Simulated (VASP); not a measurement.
Runs of VASP 6.6.1 on InBiO. The structure is that of space group P-6m2 (No. 187), or close to it. The cells are those of the table. 

| task | cell | k mesh | cutoff (eV) | gap on the mesh (eV) | pressure (GPa) | relaxed volume (Å³/atom) |
| --- | --- | --- | --- | --- | --- | --- |
| relaxation of cell and atoms | relaxed from a = 4.453, b = 4.453, c = 4.409 Å, angles 90.0, 90.0, 120.0°, 3 atoms | 6 × 6 × 4 | 600 | none | 0.0 | 22.28 |
| relaxation of cell and atoms | relaxed from a = 3.629, b = 3.629, c = 5.989 Å, angles 90.0, 90.0, 120.0°, 3 atoms | 12 × 12 × 8 | 600 | none | 0.0 | (b) |
| single point | a = 3.617, b = 3.617, c = 6.104 Å, angles 90.0, 90.0, 120.0°, 3 atoms | 12 × 12 × 8 | 520 | none | (a) | - |
| single point | a = 4.453, b = 4.453, c = 4.409 Å, angles 90.0, 90.0, 120.0°, 3 atoms | 6 × 6 × 4 | 520 | none | -8.8 | - |
| single point | a = 3.629, b = 3.629, c = 5.989 Å, angles 90.0, 90.0, 120.0°, 3 atoms | 6 × 6 × 4 | 520 | none | 0.2 | - |

Alike in all rows: level PBE; potentials or basis VASP PAW PBE potentials, release 64 (In_d, Bi_d, O); no spin polarisation; smearing gaussian 0.1 eV.

Estimate the missing entries.

(a) 0.1; (b) 23.05.

Caveats: spin-orbit coupling is left out, which moves the levels of the heavy elements.

A k mesh can miss the band edges, and the runs leave out spin-orbit coupling on Bi, In.

A gap of «none» marks levels without a gap at the run's occupations.
